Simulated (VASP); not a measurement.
A run of VASP 6.6.1 is set up as follows.

Contents of INCAR:

```
  PREC = Accurate
  ENCUT = 520
  EDIFF = 1E-7
  ISMEAR = 0
  SIGMA = 0.1
  LREAL = False
  LASPH = True
  NELM = 80
  ALGO = Normal
  ISIF = 2
  LWAVE = False
  LCHARG = False
  GGA = PE
  NBANDS = 46
```

Contents of KPOINTS:

```
regular mesh
0
Gamma
  6 6 1
```

The input POSCAR:

```
Tl5Ir
1.0
    3.2063251400      0.0000000000      0.0000000000
   -1.6031625700      2.7767590200      0.0000000000
    0.0000000000      0.0000000000     17.8794279000
Tl Ir
5 1
Direct
    0.3333333300      0.6666666700      0.1432778600
    0.6666666700      0.3333333300      0.3216389300
    0.3333333300      0.6666666700      0.5000000000
    0.6666666700      0.3333333300      0.6783610700
    0.3333333300      0.6666666700      0.8567221400
    0.0000000000      0.0000000000      0.0000000000
```

Potentials or basis: VASP PAW PBE potentials, release 64 (Tl_d, Ir).

Command:

```bash
$ cat potpaw_PBE.64/Tl_d/POTCAR potpaw_PBE.64/Ir/POTCAR > POTCAR
$ mpirun -np 1 vasp_std > vasp.out
```

Q: What does it give for the pressure?

A: -0.9 GPa.

Q: What does it give for the band gap on the k mesh?

A: Zero (bands 37 and 38 overlap by 0.73 eV).

Q: Estimate the largest force.

A: 1.027 eV/Å.

Forces in eV/Å, atoms in the order of the input:
```
Tl   0.000  0.000 -1.027
Tl   0.000  0.000  0.110
Tl   0.000  0.000  0.000
Tl   0.000  0.000 -0.110
Tl   0.000  0.000  1.027
Ir   0.000  0.000  0.000
```

Caveat: the k points lie up to 0.38 Å⁻¹ apart, too coarse for converged energies and pressures of a metal; spin-orbit coupling is left out, which moves the levels of the heavy elements; forces of over 1 eV/Å act on the atoms, so gaps and moduli don't describe the material at rest.
